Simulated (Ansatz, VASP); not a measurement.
Two plane-wave programs on HfB

```
CELL_PARAMETERS angstrom
10.90000 0.00000 0.00000
0.00000 11.20000 0.00000
0.00000 0.00000 11.50000
ATOMIC_POSITIONS crystal
Hf 0.40319 0.39977 0.39977
Hf 0.40425 0.60595 0.59362
Hf 0.61019 0.40099 0.59773
Hf 0.59588 0.58458 0.41356
B 0.60582 0.38453 0.40575
B 0.60683 0.59859 0.60829
B 0.40672 0.40785 0.59263
B 0.39045 0.59732 0.40159
```

Alike in both runs: functional PBE; k mesh 1 × 1 × 1; occupations gaussian, width 0.05 eV; collinear spin.

Ansatz relaxed the structure, and its values are those at the end. VASP's run is a single point on that final structure, the one shown.

```csv
,VASP,Ansatz
version,VASP 6.6.1,Ansatz 0.2.0
potentials or method,"VASP PAW PBE potentials, release 64 (Hf_pv, B), cutoff 520 eV","scalar-relativistic, plane waves, PAW"
valence electrons in the cell,52,116
```

Ansatz gave:

| Property | Result |
| --- | --- |
| gap on the k mesh at the Fermi level (eV) | 0.40 |
| rms of the force components (eV/Å) | 0.011 |
| net moment per atom (μB) | 0.50 |
| size of the moment on the site where the two differ most (μB) | 0.19 |

Problem. Which values does VASP return?

Solution. gap on the k mesh at the Fermi level (eV): 0.40; rms of the force components (eV/Å): 0.033; net moment per atom (μB): 0.50; size of the moment on the site where the two differ most (μB): 0.42.

Site moments also hang on the region over which each program counts them. VASP's potentials hold 52 valence electrons a cell and Ansatz's 116, so a difference there can come from the potentials and not from the codes. Ansatz's warnings: xc potential rough in thin density.

Spin-orbit coupling is off throughout.
